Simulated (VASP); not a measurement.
A run of VASP 6.6.1 is set up as follows.

File INCAR:

```
ALGO = Normal ; EDIFF = 1E-7
ENCUT = 520 ; GGA = PE
ISIF = 2 ; ISMEAR = -1
LASPH = T ; LCHARG = F
LREAL = F ; LWAVE = F
NBANDS = 48 ; NELM = 60
PREC = Accurate ; SIGMA = 0.05
```

KPOINTS

```
k-points
0
Gamma
  13 13 3
```

File POSCAR:

```
InSe
1.0
    4.1032943196      0.0000000000      0.0000000000
   -2.0516471598      3.5535571200      0.0000000000
    0.0000000000      0.0000000000     17.1527887067
In Se
4 4
Direct
    0.3333333333      0.6666666667      0.1679645549
    0.6666666667      0.3333333333      0.6679645549
    0.3333333333      0.6666666667      0.3320354451
    0.6666666667      0.3333333333      0.8320354451
    0.3333333333      0.6666666667      0.5947959560
    0.6666666667      0.3333333333      0.0947959560
    0.3333333333      0.6666666667      0.9052040440
    0.6666666667      0.3333333333      0.4052040440
```

Potentials or basis: VASP PAW PBE potentials, release 64 (In_d, Se).

Launch:

```sh
$ cat potpaw_PBE.64/In_d/POTCAR potpaw_PBE.64/Se/POTCAR > POTCAR
$ mpirun -np 1 vasp_std > vasp.out
```

What does it give for the largest force?

0.013 eV/Å.

Predict the pressure.

0.3 GPa.

Estimate the band gap on the k mesh.

0.23 eV.

Forces on the atoms (eV/Å):
```
In   0.000  0.000  0.011
In   0.000  0.000  0.011
In   0.000  0.000 -0.011
In   0.000  0.000 -0.011
Se   0.000  0.000 -0.013
Se   0.000  0.000 -0.013
Se   0.000  0.000  0.013
Se   0.000  0.000  0.013
```

Caveat: spin-orbit coupling is left out, which moves the levels of the heavy elements; an odd mesh through Γ misses points on the zone boundary, where band edges can lie; this functional lacks dispersion, which binds the layers, so the pressure and a relaxed spacing across them are unreliable.
